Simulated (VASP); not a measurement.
# SiO2 in VASP: single point with PBE+D3(BJ)

Aim: the single point of SiO2 with PBE+D3(BJ).

All numbers are computed with VASP 6.6.1; they aren't measurements. Logs are shortened: lines on timing, memory, paths and dates and some standing lists are left out, and cuts for length are marked.

**1. The cell of the first run**

The cell holds a slab with vacuum, 18 atoms: a = 4.915 Å, b = 5.422 Å, c = 23.927 Å, α = 90.00°, β = 90.00°, γ = 90.00°.

**2. Single point, PBE+D3(BJ)**

Contents of INCAR:

```
SYSTEM = SiO2
PREC     = Accurate       ! precision mode
ENCUT    = 520            ! plane-wave cutoff, eV
EDIFF    = 1E-6           ! SCF threshold, eV
ISMEAR   = 0              ! smearing method
SIGMA    = 0.05           ! smearing width, eV
LREAL    = Auto         
LASPH    = .True.         ! aspherical terms in the spheres
NELM     = 80             ! most SCF steps
ALGO     = Normal         ! electronic algorithm
ISIF     = 2              ! what is computed and relaxed
LWAVE    = .False.        ! write WAVECAR
LCHARG   = .False.        ! write CHGCAR
LDIPOL   = .True.       
IDIPOL   = 3            
DIPOL    = 0.5 0.5 0.493
GGA      = PE             ! functional
IVDW     = 12             ! dispersion correction
NBANDS   = 63             ! bands
```

Contents of KPOINTS:

```
Automatic mesh
0
Gamma
  3 3 1
  0 0 0
```

Contents of POSCAR:

```
SiO2
1.0
    4.9152816276      0.0000000000      0.0000000000
    0.0000000000      5.4220874070      0.0000000000
    0.0000000000      0.0000000000     23.9268519140
O Si
12 6
Direct
    0.7268435890      0.7797716533      0.3343523849
    0.9310901049      0.2202283467      0.3585769994
    0.4310901049      0.1131049867      0.3905474612
    0.2268435890      0.5535616800      0.4147720757
    0.8420663060      0.8868950133      0.4392912059
    0.8420663060      0.4464383200      0.4877404349
    0.2297444242      0.7728716002      0.5126032602
    0.4339870407      0.2133552195      0.5350250712
    0.9351928911      0.1092193059      0.5674138525
    0.7115909332      0.5458453177      0.5928632171
    0.3462209714      0.8785344551      0.6169425815
    0.3070071261      0.4178788544      0.6705125450
    0.2330595199      0.3333333333      0.3685345642
    0.7330595199      0.0000000000      0.3805898964
    0.0338809602      0.6666666667      0.4635158204
    0.7357017953      0.3265002229      0.5458934769
    0.2364091073     -0.0036148279      0.5585276056
    0.4484282990      0.6031635292      0.6325763085
```

Potentials or basis: VASP PAW PBE potentials, release 64 (O, Si).

Run with:

```
$ cat potpaw_PBE.64/O/POTCAR potpaw_PBE.64/Si/POTCAR > POTCAR
$ mpirun -np 1 vasp_std > vasp.out
```

OUTCAR:

```text
SYSTEM = SiO2
   PREC = Accurate
   ENCUT = 520
   EDIFF = 1E-6
   ISMEAR = 0
   LREAL = Auto
   LASPH = .True.
   NELM = 80
   ISIF = 2
   GGA = PE
   IVDW = 12
 IVDW          = 12

 ion  position               nearest neighbor table
   1  0.727  0.780  0.334-  14 1.63
   2  0.931  0.220  0.359-  13 1.62  14 1.63
   3  0.431  0.113  0.391-  14 1.62  13 1.63
   4  0.227  0.554  0.415-  15 1.62  13 1.63
   5  0.842  0.887  0.439-  14 1.62  15 1.63
   6  0.842  0.446  0.488-  16 1.62  15 1.63
   7  0.230  0.773  0.513-  15 1.62  17 1.64
   8  0.434  0.213  0.535-  16 1.63  17 1.63
   9  0.935  0.109  0.567-  17 1.62  16 1.62
  10  0.712  0.546  0.593-  18 1.63  16 1.64
  11  0.346  0.879  0.617-  18 1.62  17 1.63
  12  0.307  0.418  0.671-  18 1.52
  13  0.233  0.333  0.369-   2 1.62   3 1.63   4 1.63  15 3.06  14 3.06  14 3.06
  14  0.733  0.000  0.381-   5 1.62   3 1.62   2 1.63   1 1.63  15 3.06  13 3.06  13 3.06
  15  0.034  0.667  0.464-   4 1.62   7 1.62   5 1.63   6 1.63  17 3.06  14 3.06  13 3.06  16 3.07

  16  0.736  0.327  0.546-   9 1.62   6 1.62   8 1.63  10 1.64  18 2.92  17 3.05  17 3.06  15 3.07

  17  0.236  0.996  0.559-   9 1.62   8 1.63  11 1.63   7 1.64  18 2.96  16 3.05  16 3.06  15 3.06

  18  0.448  0.603  0.633-  12 1.52  11 1.62  10 1.63  16 2.92  17 2.96

  LATTYP: Found a simple orthorhombic cell.
 ALAT       =     4.9152816276
 B/A-ratio  =     1.1031081874
 C/A-ratio  =     4.8678496426

  Lattice vectors:

 A1 = (   4.9152816276,   0.0000000000,   0.0000000000)
 A2 = (   0.0000000000,   5.4220874070,   0.0000000000)
 A3 = (   0.0000000000,   0.0000000000,  23.9268519140)

Analysis of symmetry for initial positions (statically):
=====================================================================
 Subroutine PRICEL returns:
 Original cell was already a primitive cell.

 Routine SETGRP: Setting up the symmetry group for a
 simple orthorhombic supercell.

 Subroutine GETGRP returns: Found  1 space group operations
 (whereof  1 operations were pure point group operations)
 out of a pool of  8 trial point group operations.

The static configuration has the point symmetry C_1 .

Analysis of symmetry for dynamics (positions and initial velocities):
=====================================================================
 Subroutine PRICEL returns:
 Original cell was already a primitive cell.

 Routine SETGRP: Setting up the symmetry group for a
 simple orthorhombic supercell.

 Subroutine GETGRP returns: Found  1 space group operations
 (whereof  1 operations were pure point group operations)
 out of a pool of  8 trial point group operations.

The dynamic configuration has the point symmetry C_1 .

 Subroutine INISYM returns: Found  1 space group operations
 (whereof  1 operations are pure point group operations),
 and found     1 'primitive' translations

----------------------------------------------------------------------------------------

                                     Primitive cell

  volume of cell :     637.6766

  direct lattice vectors                    reciprocal lattice vectors
     4.915281628  0.000000000  0.000000000     0.203447142  0.000000000  0.000000000
     0.000000000  5.422087407  0.000000000     0.000000000  0.184430815  0.000000000
     0.000000000  0.000000000 23.926851914     0.000000000  0.000000000  0.041794048

  length of vectors
     4.915281628  5.422087407 23.926851914     0.203447142  0.184430815  0.041794048

  position of ions in fractional coordinates (direct lattice)
     0.726843589  0.779771653  0.334352385
     0.931090105  0.220228347  0.358576999
     0.431090105  0.113104987  0.390547461
     0.226843589  0.553561680  0.414772076
     0.842066306  0.886895013  0.439291206
     0.842066306  0.446438320  0.487740435
[... 10 lines left out ...]
     0.236409107  0.996385172  0.558527606
     0.448428299  0.603163529  0.632576308

  ion indices of the primitive-cell ions
   primitive index   ion index
                 1           1
                 2           2
                 3           3
                 4           4
                 5           5
                 6           6
[... 10 lines left out ...]
                17          17
                18          18

----------------------------------------------------------------------------------------

 KPOINTS: Automatic mesh

Automatic generation of k-mesh.
 Grid dimensions read from file:
 generate k-points for:    3    3    1

 Generating k-lattice:

  Cartesian coordinates                     Fractional coordinates (reciprocal lattice)
     0.067815714  0.000000000  0.000000000     0.333333333  0.000000000  0.000000000
     0.000000000  0.061476938  0.000000000     0.000000000  0.333333333  0.000000000
     0.000000000  0.000000000  0.041794048     0.000000000  0.000000000  1.000000000

  Length of vectors
     0.067815714  0.061476938  0.041794048

  Shift w.r.t. Gamma in fractional coordinates (k-lattice)
     0.000000000  0.000000000  0.000000000

 Subroutine IBZKPT returns following result:
 ===========================================

 Found      5 irreducible k-points:

 Following reciprocal coordinates:
            Coordinates               Weight
  0.000000  0.000000  0.000000      1.000000
  0.333333  0.000000  0.000000      2.000000
  0.000000  0.333333  0.000000      2.000000
  0.333333  0.333333  0.000000      2.000000
  0.333333 -0.333333  0.000000      2.000000
   k-points           NKPTS =      5   k-points in BZ     NKDIM =      5   number of bands    NBANDS=     63
   number of dos      NEDOS =    301   number of ions     NIONS =     18
   total plane-waves  NPLWV = 288000
   dimension x,y,z NGX =    40 NGY =   40 NGZ =  180
   dimension x,y,z NGXF=    80 NGYF=   80 NGZF=  360
   ions per type =              12   6
   NGX,Y,Z   is equivalent  to a cutoff of  13.53, 12.26, 12.51 a.u.
   NGXF,Y,Z  is equivalent  to a cutoff of  27.06, 24.53, 25.01 a.u.
 SYSTEM =  SiO2
   PREC   = accura    normal or accurate (medium, high low for compatibility)
   ISTART =      0    job   : 0-new  1-cont  2-samecut
   ICHARG =      2    charge: 1-file 2-atom 10-const
   ISPIN  =      1    spin polarized calculation?
   LNONCOLLINEAR =      F non collinear calculations
   LSORBIT =      F    spin-orbit coupling
   LASPH  =      T    aspherical Exc in radial PAW
   ENCUT  =  520.0 eV  38.22 Ry    6.18 a.u.   9.14 10.08 44.49*2*pi/ulx,y,z
   NELM   =     80;   NELMIN=  2; NELMDL= -5     # of ELM steps
   EDIFF  = 0.1E-05   stopping-criterion for ELM
   LREAL  =      T    real-space projection
   EDIFFG = 0.1E-04   stopping-criterion for IOM
   NSW    =      0    number of steps for IOM
   IBRION =     -1    ionic relax: 0-MD 1-quasi-New 2-CG
   NFREE  =      0    steps in history (QN), initial steepest desc. (CG)
   ISIF   =      2    stress and relaxation
   ISYM   =      2    0-nonsym 1-usesym 2-fastsym
   POTIM  = 0.5000    time-step for ionic-motion
   TEBEG  =    0.0;   TEEND  =   0.0 temperature during run
   PSTRESS=    0.0 pullay stress
   NELECT =      96.0000    total number of electrons
   NUPDOWN=      -1.0000    fix difference up-down
   EMIN   =  10.00;   EMAX   =-10.00  energy-range for DOS
   EFERMI =   0.00;   METHOD = LEGACY
   ISMEAR =     0;   SIGMA  =   0.05  broadening in eV -4-tet -1-fermi 0-gaus
   EFERMI_NEDOS =   21; number of points for ismear=-14 and -15
   IALGO  =     38    algorithm
   IMIX   =      4    mixing-type and parameters
     AMIX     =   0.40;   BMIX     =  1.00
     AMIX_MAG =   1.60;   BMIX_MAG =  1.00
  volume/ion in A,a.u.               =      35.43       239.07
  Fermi-wavevector in a.u.,A,eV,Ry     =   0.870894  1.645750 10.319415  0.758456
  Thomas-Fermi vector in A             =   1.989924
   LORBIT       =      0    0 simple, 1 ext, 2 COOP (PROOUT), +10 PAW based schemes
   GGA     = PE    functional components
   LHFCALC =     F    Hartree Fock is set to
   AEXX    =    0.0000 exact exchange contribution
   IVDW    =    12    specifies the selected vdW correction
   LEPSILON=     F    determine dielectric tensor
   LRPA    =     F    only Hartree local field effects (RPA)
 non-spin polarized calculation
 Gauss-broadening in eV      SIGMA  =   0.05
  energy-cutoff  :      520.00
  volume of cell :      637.68
 maximum number of plane-waves:     17189
 NGX is ok and might be reduce to    40
   NGX = 19   NGY = 21   NGZ = 89

 number of electron      96.0000021 magnetization

 dipolmoment           0.000000      0.000000      0.142785 electrons x Angstroem

 Free energy of the ion-electron system (eV)
  ---------------------------------------------------
  ext. energy  EPLUGINS =         0.00000000
  ---------------------------------------------------
  free energy    TOTEN  =      -133.58320302 eV

  energy without entropy =     -133.58320252  energy(sigma->0) =     -133.58320277

 E-fermi :  -3.4850     XC(G=0):  -3.8671

 val. band max:       -3.6506929346   @ k =   0.3333   0.3333   0.0000
 cond. band min:      -3.3311157319   @ k =   0.0000   0.0000   0.0000
 fundamental gap:      0.3195772027
 Fermi energy:        -3.4849574676

 k-point     1 :       0.0000    0.0000    0.0000
  band No.  band energies     occupation
      1     -24.9215      2.00000
      2     -24.6435      2.00000
      3     -23.8776      2.00000
      4     -23.5117      2.00000
      5     -23.4201      2.00000
      6     -23.2642      2.00000
[... 52 lines left out ...]
     59       3.9551      0.00000
     60       4.0330      0.00000

 k-point     2 :       0.3333    0.0000    0.0000
  band No.  band energies     occupation
      1     -24.7004      2.00000
      2     -24.4125      2.00000
      3     -24.0804      2.00000
      4     -23.7903      2.00000
      5     -23.4904      2.00000
      6     -23.3314      2.00000
[... 52 lines left out ...]
     59       4.1601      0.00000
     60       4.4112      0.00000

 k-point     3 :       0.0000    0.3333    0.0000
  band No.  band energies     occupation
      1     -24.7437      2.00000
      2     -24.5770      2.00000
      3     -24.2098      2.00000
      4     -23.8140      2.00000
      5     -23.2968      2.00000
      6     -23.2010      2.00000
[... 52 lines left out ...]
     59       4.0106      0.00000
     60       4.2600      0.00000

 k-point     4 :       0.3333    0.3333    0.0000
  band No.  band energies     occupation
      1     -24.5838      2.00000
      2     -24.4109      2.00000
      3     -24.1538      2.00000
      4     -23.7728      2.00000
      5     -23.5934      2.00000
      6     -23.3508      2.00000
[... 52 lines left out ...]
     59       4.2637      0.00000
     60       4.4442      0.00000

 k-point     5 :       0.3333   -0.3333    0.0000
  band No.  band energies     occupation
      1     -24.5789      2.00000
      2     -24.3536      2.00000
      3     -24.1065      2.00000
      4     -24.0163      2.00000
      5     -23.5308      2.00000
      6     -23.2489      2.00000
[... 52 lines left out ...]
     59       4.3073      0.00000
     60       4.4679      0.00000
 [bands above 60 left out]

------------------------ aborting loop because EDIFF is reached ----------------------------------------

 vacuum level on the upper side and lower side of the slab       (xc-potential included)         0.363        -0.606

 Edisp (eV)   -2.01101

 E8    (eV) :    -0.7074

  FORCE on cell =-STRESS in cart. coord.  units (eV):
  Direction    XX          YY          ZZ          XY          YZ          ZX
  --------------------------------------------------------------------------------------
  -------------------------------------------------------------------------------------
  Total       0.81792    -0.92998    -0.03717    -1.34595     0.07183    -0.77980
  in kB       2.05505    -2.33660    -0.09339    -3.38174     0.18046    -1.95926
  external pressure =       -0.12 kB  Pullay stress =        0.00 kB

 VOLUME and BASIS-vectors are now :
 -----------------------------------------------------------------------------
  energy-cutoff  :      520.00
  volume of cell :      637.68
      direct lattice vectors                 reciprocal lattice vectors
     4.915281628  0.000000000  0.000000000     0.203447142  0.000000000  0.000000000
     0.000000000  5.422087407  0.000000000     0.000000000  0.184430815  0.000000000
     0.000000000  0.000000000 23.926851914     0.000000000  0.000000000  0.041794048

 POSITION                                       TOTAL-FORCE (eV/Angst)
 -----------------------------------------------------------------------------------
      3.57264      4.22799      8.00000        -0.246672      0.357495      0.462104
      4.57657      1.19410      8.57962         1.440367      1.514425     -0.480441
      2.11893      0.61327      9.34457        -0.911182      1.508043     -0.416838
      1.11500      3.00146      9.92419         0.538268     -0.449660     -0.890818
      4.13899      4.80882     10.51086         0.374923      0.237871      1.161780
      4.13899      2.42063     11.67009         0.100083     -0.025150     -0.038871
[... 10 lines left out ...]
      1.16202      5.40249     13.36381         0.002232      0.021545      0.022766
      2.20415      3.27041     15.13556         0.065181      0.098024     -0.044737
 -----------------------------------------------------------------------------------
    total drift:                                0.000860     -0.001068      0.007311

  FREE ENERGIE OF THE ION-ELECTRON SYSTEM (eV)
  ---------------------------------------------------
  free  energy   TOTEN  =      -135.5942179877 eV

  energy  without entropy=     -135.5942174816  energy(sigma->0) =     -135.59421773

 vacuum level on the upper side and lower side of the slab         4.054         3.069
```

Run time: 7.5 min. Hardware: 1 thread of Intel Xeon Platinum 8259CL at 2.50GHz (Skylake/Cascade Lake), shared host; peak memory 0.62 GiB.

Results:

```yaml
Free_energy: -135.5942 eV
Largest_force: 4.178 eV/Å
Band_gap_on_the_k_mesh: 0.32 eV, indirect (least direct gap 0.35 eV)
Dispersion_energy_per_atom: -0.112 eV
```

Forces on the atoms (eV/Å):
```
O   -0.247  0.357  0.462
O    1.440  1.514 -0.480
O   -0.911  1.508 -0.417
O    0.538 -0.450 -0.891
O    0.375  0.238  1.162
O    0.100 -0.025 -0.039
O    0.004 -0.012  0.001
O   -0.002 -0.010  0.002
O   -0.011 -0.003 -0.009
O    0.011  0.004 -0.005
O   -0.003  0.005  0.002
O   -0.079 -0.116  0.103
Si  -0.977 -0.130  2.276
Si   0.431 -3.555 -2.152
Si  -0.734  0.549  0.023
Si  -0.003  0.004 -0.014
Si   0.002  0.022  0.023
Si   0.065  0.098 -0.045
```

Caveat: the k points lie up to 0.43 Å⁻¹ apart.
